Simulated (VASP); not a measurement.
# YP2Pd2 (I4/mmm) in VASP: a series of runs

Runs on YP2Pd2. Level: LDA. Tasks: single point.

Program: VASP 6.6.1. These are calculated values, not measurements. Logs are shortened: lines on timing, memory, paths and dates and some standing lists are left out, and cuts for length are marked.

## (1) The cell of the first run

The structure is tetragonal, space group I4/mmm (No. 139). The conventional cell has a = 4.085 Å, b = 4.085 Å, c = 9.857 Å, α = 90.00°, β = 90.00°, γ = 90.00°. Within 4.1 Å of Y (site symmetry 4/mmm) lie 10 P at 3.09 to 3.84 Å and 8 Pd at 3.20 Å and 4 Y at 4.09 Å. Within 2.9 Å of P (site symmetry 4mm) lie 1 P at 2.18 Å and 4 Pd at 2.46 Å. Pd (site symmetry -4m2) has 4 P at 2.46 Å and 4 Pd at 2.89 Å and 4 Y at 3.20 Å within 3.3 Å.

## (2) Single point, LDA

INCAR

```
SYSTEM = YP2Pd2
PREC = Accurate
ENCUT = 520
EDIFF = 1E-6
ISMEAR = 0
SIGMA = 0.1
LREAL = .FALSE.
LASPH = .TRUE.
NELM = 60
ALGO = Normal
ISIF = 2
LWAVE = .FALSE.
LCHARG = .FALSE.
NBANDS = 28
```

KPOINTS

```
regular mesh
0
G
  6 6 6
  0 0 0
```

POSCAR

```
YP2Pd2
1.0
   -2.0427442400      2.0427442400      4.9285258100
    2.0427442400     -2.0427442400      4.9285258100
    2.0427442400      2.0427442400     -4.9285258100
Y P Pd
1 2 2
Direct
    0.0000000000      0.0000000000      0.0000000000
    0.3894394600      0.3894394600      0.0000000000
    0.6105605400      0.6105605400      0.0000000000
    0.7500000000      0.2500000000      0.5000000000
    0.2500000000      0.7500000000      0.5000000000
```

Potentials or basis: VASP PAW LDA potentials, release 64 (Y_sv, P, Pd).

Started as:

```bash
$ cat potpaw_LDA.64/Y_sv/POTCAR potpaw_LDA.64/P/POTCAR potpaw_LDA.64/Pd/POTCAR > POTCAR
$ mpirun -np 1 vasp_std > vasp.out
```

OUTCAR:

```text
SYSTEM = YP2Pd2
   PREC = Accurate
   ENCUT = 520
   EDIFF = 1E-6
   ISMEAR = 0
   LREAL = .FALSE.
   LASPH = .TRUE.
   NELM = 60
   ISIF = 2

 ion  position               nearest neighbor table
   1  0.000  0.000  0.000-   2 3.09   3 3.09   3 3.09   3 3.09   3 3.09   2 3.09   2 3.09   2 3.09
                             5 3.20   4 3.20   5 3.20   4 3.20   4 3.20   4 3.20   5 3.20   5 3.20
   2  0.389  0.389  0.000-   3 2.18   4 2.46   5 2.46   5 2.46   4 2.46   1 3.09   1 3.09   1 3.09
                             1 3.09
   3  0.611  0.611  0.000-   2 2.18   4 2.46   5 2.46   4 2.46   5 2.46   1 3.09   1 3.09   1 3.09
                             1 3.09
   4  0.750  0.250  0.500-   2 2.46   3 2.46   2 2.46   3 2.46   5 2.89   5 2.89   5 2.89   5 2.89
                             1 3.20   1 3.20   1 3.20   1 3.20
   5  0.250  0.750  0.500-   2 2.46   3 2.46   2 2.46   3 2.46   4 2.89   4 2.89   4 2.89   4 2.89
                             1 3.20   1 3.20   1 3.20   1 3.20

  LATTYP: Found a body centered tetragonal cell.
 ALAT       =     4.0854884800
 C/A-ratio  =     2.4126984247

  Lattice vectors:

 A1 = (  -2.0427442400,   2.0427442400,   4.9285258100)
 A2 = (   2.0427442400,  -2.0427442400,   4.9285258100)
 A3 = (   2.0427442400,   2.0427442400,  -4.9285258100)

Analysis of symmetry for initial positions (statically):
=====================================================================
 Subroutine PRICEL returns:
 Original cell was already a primitive cell.

 Routine SETGRP: Setting up the symmetry group for a
 body centered tetragonal supercell.

 Subroutine GETGRP returns: Found 16 space group operations
 (whereof 16 operations were pure point group operations)
 out of a pool of 16 trial point group operations.

The static configuration has the point symmetry D_4h.

Analysis of symmetry for dynamics (positions and initial velocities):
=====================================================================
 Subroutine PRICEL returns:
 Original cell was already a primitive cell.

 Routine SETGRP: Setting up the symmetry group for a
 body centered tetragonal supercell.

 Subroutine GETGRP returns: Found 16 space group operations
 (whereof 16 operations were pure point group operations)
 out of a pool of 16 trial point group operations.

The dynamic configuration has the point symmetry D_4h.

 Subroutine INISYM returns: Found 16 space group operations
 (whereof 16 operations are pure point group operations),
 and found     1 'primitive' translations

----------------------------------------------------------------------------------------

                                     Primitive cell

  volume of cell :      82.2631

  direct lattice vectors                    reciprocal lattice vectors
    -2.042744240  2.042744240  4.928525810     0.000000000  0.244768772  0.101450214
     2.042744240 -2.042744240  4.928525810     0.244768772  0.000000000  0.101450214
     2.042744240  2.042744240 -4.928525810     0.244768772  0.244768772  0.000000000

  length of vectors
     5.712790450  5.712790450  5.712790450     0.264960182  0.264960182  0.346155318

  position of ions in fractional coordinates (direct lattice)
     0.000000000  0.000000000  0.000000000
     0.389439460  0.389439460  0.000000000
     0.610560540  0.610560540  0.000000000
     0.750000000  0.250000000  0.500000000
     0.250000000  0.750000000  0.500000000

  ion indices of the primitive-cell ions
   primitive index   ion index
                 1           1
                 2           2
                 3           3
                 4           4
                 5           5

----------------------------------------------------------------------------------------

 KPOINTS: regular mesh

Automatic generation of k-mesh.
 Grid dimensions read from file:
 generate k-points for:    6    6    6

 Generating k-lattice:

  Cartesian coordinates                     Fractional coordinates (reciprocal lattice)
     0.000000000  0.040794795  0.016908369     0.166666667  0.000000000 -0.000000000
     0.040794795  0.000000000  0.016908369     0.000000000  0.166666667 -0.000000000
     0.040794795  0.040794795  0.000000000     0.000000000  0.000000000  0.166666667

  Length of vectors
     0.044160030  0.044160030  0.057692553

  Shift w.r.t. Gamma in fractional coordinates (k-lattice)
     0.000000000  0.000000000  0.000000000

 Subroutine IBZKPT returns following result:
 ===========================================

 Found     30 irreducible k-points:

 Following reciprocal coordinates:
            Coordinates               Weight
  0.000000  0.000000  0.000000      1.000000
  0.166667  0.000000  0.000000      8.000000
  0.333333 -0.000000  0.000000      8.000000
  0.500000 -0.000000  0.000000      4.000000
  0.166667  0.166667  0.000000      8.000000
  0.333333  0.166667  0.000000     16.000000
[... 16 lines left out ...]
 -0.333333 -0.333333  0.166667      8.000000
 -0.166667 -0.333333  0.166667      8.000000
 [... further k-points ...]
   k-points           NKPTS =     30   k-points in BZ     NKDIM =     30   number of bands    NBANDS=     28
   number of dos      NEDOS =    301   number of ions     NIONS =      5
   total plane-waves  NPLWV =  74088
   dimension x,y,z NGX =    42 NGY =   42 NGZ =   42
   dimension x,y,z NGXF=    84 NGYF=   84 NGZF=   84
   ions per type =               1   2   2
   NGX,Y,Z   is equivalent  to a cutoff of  12.22, 12.22, 12.22 a.u.
   NGXF,Y,Z  is equivalent  to a cutoff of  24.44, 24.44, 24.44 a.u.
 SYSTEM =  YP2Pd2
   PREC   = accura    normal or accurate (medium, high low for compatibility)
   ISTART =      0    job   : 0-new  1-cont  2-samecut
   ICHARG =      2    charge: 1-file 2-atom 10-const
   ISPIN  =      1    spin polarized calculation?
   LNONCOLLINEAR =      F non collinear calculations
   LSORBIT =      F    spin-orbit coupling
   LASPH  =      T    aspherical Exc in radial PAW
   ENCUT  =  520.0 eV  38.22 Ry    6.18 a.u.  10.62 10.62 10.62*2*pi/ulx,y,z
   NELM   =     60;   NELMIN=  2; NELMDL= -5     # of ELM steps
   EDIFF  = 0.1E-05   stopping-criterion for ELM
   LREAL  =      F    real-space projection
   EDIFFG = 0.1E-04   stopping-criterion for IOM
   NSW    =      0    number of steps for IOM
   IBRION =     -1    ionic relax: 0-MD 1-quasi-New 2-CG
   NFREE  =      0    steps in history (QN), initial steepest desc. (CG)
   ISIF   =      2    stress and relaxation
   ISYM   =      2    0-nonsym 1-usesym 2-fastsym
   POTIM  = 0.5000    time-step for ionic-motion
   TEBEG  =    0.0;   TEEND  =   0.0 temperature during run
   PSTRESS=    0.0 pullay stress
   NELECT =      41.0000    total number of electrons
   NUPDOWN=      -1.0000    fix difference up-down
   EMIN   =  10.00;   EMAX   =-10.00  energy-range for DOS
   EFERMI =   0.00;   METHOD = LEGACY
   ISMEAR =     0;   SIGMA  =   0.10  broadening in eV -4-tet -1-fermi 0-gaus
   EFERMI_NEDOS =   21; number of points for ismear=-14 and -15
   IALGO  =     38    algorithm
   IMIX   =      4    mixing-type and parameters
     AMIX     =   0.40;   BMIX     =  1.00
     AMIX_MAG =   1.60;   BMIX_MAG =  1.00
  volume/ion in A,a.u.               =      16.45       111.03
  Fermi-wavevector in a.u.,A,eV,Ry     =   1.297979  2.452825 22.922420  1.684750
  Thomas-Fermi vector in A             =   2.429337
   LORBIT       =      0    0 simple, 1 ext, 2 COOP (PROOUT), +10 PAW based schemes
   GGA     = CA    functional components
   LHFCALC =     F    Hartree Fock is set to
   AEXX    =    0.0000 exact exchange contribution
   IVDW    =     0    specifies the selected vdW correction
   LEPSILON=     F    determine dielectric tensor
   LRPA    =     F    only Hartree local field effects (RPA)
 non-spin polarized calculation
 Gauss-broadening in eV      SIGMA  =   0.10
  energy-cutoff  :      520.00
  volume of cell :       82.26
 maximum number of plane-waves:      2235
   NGX = 21   NGY = 21   NGZ = 21

 number of electron      41.0000000 magnetization

 Free energy of the ion-electron system (eV)
  ---------------------------------------------------
  ext. energy  EPLUGINS =         0.00000000
  ---------------------------------------------------
  free energy    TOTEN  =       -37.14804569 eV

  energy without entropy =      -37.13574754  energy(sigma->0) =      -37.14189661

 E-fermi :   8.9996     XC(G=0): -12.0050

 val. band max:        8.9730617655   @ k =  -0.3333  -0.3333   0.3333
 cond. band min:       9.0039236567   @ k =   0.5000   0.1667   0.0000
 fundamental gap:      0.0308618913
 Fermi energy:         8.9996146898

 k-point     1 :       0.0000    0.0000    0.0000
  band No.  band energies     occupation
      1     -33.9262      2.00000
      2     -14.0497      2.00000
      3     -14.0484      2.00000
      4     -14.0484      2.00000
      5      -4.8887      2.00000
      6      -1.3447      2.00000
[... 20 lines left out ...]
     27      13.5987      0.00000
     28      13.5999      0.00000

 k-point     2 :       0.1667    0.0000    0.0000
  band No.  band energies     occupation
      1     -33.9250      2.00000
      2     -14.0807      2.00000
      3     -14.0480      2.00000
      4     -14.0446      2.00000
      5      -4.7082      2.00000
      6      -1.4148      2.00000
[... 20 lines left out ...]
     27      13.1547      0.00000
     28      13.9154      0.00000

 k-point     3 :       0.3333   -0.0000    0.0000
  band No.  band energies     occupation
      1     -33.9226      2.00000
      2     -14.1437      2.00000
      3     -14.0445      2.00000
      4     -14.0371      2.00000
      5      -4.3135      2.00000
      6      -1.5607      2.00000
[... 20 lines left out ...]
     27      13.0842      0.00000
     28      13.2079      0.00000

 k-point     4 :       0.5000   -0.0000    0.0000
  band No.  band energies     occupation
      1     -33.9214      2.00000
      2     -14.1746      2.00000
      3     -14.0426      2.00000
      4     -14.0334      2.00000
      5      -4.0923      2.00000
      6      -1.6455      2.00000
[... 578 lines left out ...]
     27      12.5957      0.00000
     28      12.7346      0.00000

 k-point    23 :      -0.3333   -0.3333    0.1667
  band No.  band energies     occupation
      1     -33.9236      2.00000
      2     -14.0786      2.00000
      3     -14.0707      2.00000
      4     -14.0534      2.00000
      5      -4.3457      2.00000
      6      -1.9716      2.00000
[... 20 lines left out ...]
     27      12.7574      0.00000
     28      12.9242      0.00000

 k-point    24 :      -0.1667   -0.3333    0.1667
  band No.  band energies     occupation
      1     -33.9249      2.00000
      2     -14.0800      2.00000
      3     -14.0540      2.00000
      4     -14.0440      2.00000
      5      -4.5427      2.00000
      6      -1.8437      2.00000
[... 20 lines left out ...]
     27      12.5081      0.00000
     28      13.0733      0.00000

 [... further k-points ...]
[... 5 lines left out ...]
  --------------------------------------------------------------------------------------
  -------------------------------------------------------------------------------------
  Total       -3.7186955     -3.7186955     -3.1979174      0.0000000     -0.0000000      0.0000000
  in kB      -72.4262816    -72.4262816    -62.2834716      0.0000000     -0.0000000      0.0000000
  external PRESSURE =     -69.0453449 kB  Pullay stress =       0.0000000 kB

 VOLUME and BASIS-vectors are now :
 -----------------------------------------------------------------------------
  energy-cutoff  :      520.00
  volume of cell :       82.26
      direct lattice vectors                 reciprocal lattice vectors
    -2.042744240  2.042744240  4.928525810     0.000000000  0.244768772  0.101450214
     2.042744240 -2.042744240  4.928525810     0.244768772  0.000000000  0.101450214
     2.042744240  2.042744240 -4.928525810     0.244768772  0.244768772  0.000000000

 POSITION                                       TOTAL-FORCE (eV/Angst)
 -----------------------------------------------------------------------------------
      0.00000      0.00000      0.00000        -0.000000     -0.000000     -0.000000
      0.00000      0.00000      3.83872        -0.000000     -0.000000     -0.462543
      0.00000      0.00000      6.01833         0.000000      0.000000      0.462543
      0.00000      2.04274      2.46426        -0.000000     -0.000000     -0.000000
      2.04274      0.00000      2.46426        -0.000000     -0.000000     -0.000000
 -----------------------------------------------------------------------------------
    total drift:                               -0.000000     -0.000000      0.000000

  FREE ENERGIE OF THE ION-ELECTRON SYSTEM (eV)
  ---------------------------------------------------
  free  energy   TOTEN  =       -37.1480456852 eV

  energy  without entropy=      -37.1357475418  energy(sigma->0) =      -37.14189661
```

It took 96 s on 1 thread of AMD EPYC 7R43 (Zen 3), shared host; peak memory 0.23 GiB.

Results:

| Quantity | Value |
| --- | --- |
| Free energy | -37.1480 eV |
| Pressure | -6.9 GPa |
| Largest force | 0.463 eV/Å |

Forces on the atoms (eV/Å):
```
Y    0.000  0.000  0.000
P    0.000  0.000 -0.463
P    0.000  0.000  0.463
Pd   0.000  0.000  0.000
Pd   0.000  0.000  0.000
```

Stress tensor (GPa, compression positive):
```
-7.24  0.00  0.00
 0.00 -7.24  0.00
 0.00  0.00 -6.23
```

Levels at points of the mesh, in eV from the Fermi level:
| k point | band 17 | band 18 | band 19 | band 20 | band 21 | band 22 | band 23 | band 24 | band 25 | band 26 |
| --- | --- | --- | --- | --- | --- | --- | --- | --- | --- | --- |
| (0.00, 0.00, 0.00) | -2.11 | -2.11 | -1.32 | -1.21 | -0.57 | -0.57 | 1.45 | 1.81 | 2.37 | 4.49 |
| (0.50, 0.00, 0.00) | -3.53 | -2.66 | -1.82 | -0.08 | 0.53 | 1.27 | 1.89 | 2.08 | 2.88 | 2.92 |
| (0.50, 0.50, 0.00) | -2.99 | -2.94 | -2.48 | -1.22 | -0.75 | 1.19 | 2.78 | 2.94 | 3.51 | 3.54 |
| (0.50, 0.50, 0.50) | -2.14 | -2.06 | -1.32 | 0.31 | 1.09 | 1.50 | 1.60 | 2.09 | 2.09 | 3.03 |

Caveat: the k points lie up to 0.36 Å⁻¹ apart.

## (3) Single point, LDA

This run uses another cell than the first one, of 15.68 Å³/atom, 0.953 times its volume.

INCAR

```
SYSTEM = YP2Pd2
  PREC = Accurate
  ENCUT = 520
  EDIFF = 1E-7
  ISMEAR = 0
  SIGMA = 0.1
  LREAL = .False.
  LASPH = .True.
  NELM = 100
  ALGO = Normal
  ISIF = 2
  LWAVE = .False.
  LCHARG = .False.
  NBANDS = 28
```

KPOINTS

```
regular mesh
0
Gamma
  12 12 12
  0 0 0
```

POSCAR

```
YP2Pd2
1.0
   -2.0064523804      2.0064523804      4.8670394678
    2.0064523804     -2.0064523804      4.8670394678
    2.0064523804      2.0064523804     -4.8670394678
Y P Pd
1 2 2
Direct
    0.0000000000      0.0000000000      0.0000000000
    0.3882914439      0.3882914439      0.0000000000
    0.6117085561      0.6117085561      0.0000000000
    0.7500000000      0.2500000000      0.5000000000
    0.2500000000      0.7500000000      0.5000000000
```

Potentials or basis: VASP PAW LDA potentials, release 64 (Y_sv, P, Pd).

Started as:

```bash
$ cat potpaw_LDA.64/Y_sv/POTCAR potpaw_LDA.64/P/POTCAR potpaw_LDA.64/Pd/POTCAR > POTCAR
$ mpirun -np 1 vasp_std > vasp.out
```

It took 4.9 min on 1 thread of Intel Xeon Platinum 8488C (Sapphire Rapids), shared host; peak memory 0.51 GiB.

The run converged. Its results:

```yaml
Free_energy: -37.2556 eV
Pressure: 0.3 GPa
Largest_force: 0.064 eV/Å
```

Forces in eV/Å, atoms in the order of the input:
```
Y    0.000  0.000  0.000
P    0.000  0.000  0.064
P    0.000  0.000 -0.064
Pd   0.000  0.000  0.000
Pd   0.000  0.000  0.000
```

Stress tensor (GPa, compression positive):
```
0.31 0.00 0.00
0.00 0.31 0.00
0.00 0.00 0.21
```

Levels at points of the mesh, in eV from the Fermi level:
| k point | band 17 | band 18 | band 19 | band 20 | band 21 | band 22 | band 23 | band 24 | band 25 | band 26 |
| --- | --- | --- | --- | --- | --- | --- | --- | --- | --- | --- |
| (0.00, 0.00, 0.00) | -2.26 | -2.26 | -1.39 | -1.34 | -0.52 | -0.52 | 1.66 | 1.89 | 2.53 | 4.65 |
| (0.50, 0.00, 0.00) | -3.77 | -2.83 | -1.91 | -0.06 | 0.56 | 1.34 | 2.04 | 2.14 | 3.06 | 3.10 |
| (0.50, 0.50, 0.00) | -3.19 | -3.15 | -2.67 | -1.25 | -0.77 | 1.17 | 2.96 | 3.16 | 3.65 | 3.78 |
| (0.50, 0.50, 0.50) | -2.22 | -2.13 | -1.39 | 0.30 | 1.29 | 1.54 | 1.83 | 2.21 | 2.21 | 3.26 |
